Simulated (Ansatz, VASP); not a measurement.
# Ge in VASP and in Ansatz

```xyz
1
Lattice="3.0102 0.0000 0.0000 -1.5051 2.6069 0.0000 0.0000 0.0000 2.5258" Properties=species:S:1:pos:R:3 pbc="T T T"
Ge    0.0000    0.0000    0.0000
```

Alike in both runs: task relaxation of cell and atoms; functional PBE; k mesh 6 × 6 × 6; occupations gaussian, width 0.1 eV; no spin polarisation.

|  | VASP | Ansatz |
| --- | --- | --- |
| version | VASP 6.6.1 | Ansatz 0.2.0 |
| potentials or method | VASP PAW PBE potentials, release 64 (Ge_d), cutoff 600 eV | scalar-relativistic, plane waves, PAW |
| valence electrons in the cell | 14 | 14 |

|  | VASP | Ansatz | Ansatz less VASP |
| --- | --- | --- | --- |
| gap on the k mesh at the Fermi level, each at its own relaxed structure (eV) | none | none | - |
| relaxed volume (Å³/atom) | 19.71 | 19.70 | -0.011 |
| relaxed cell length with the largest relative difference (Å) | 2.804 | 2.803 | -0.0006 |

A gap of «none» marks a metal or a gap that the smearing closes.

The k mesh is coarse, so the values compare programs but aren't converged.
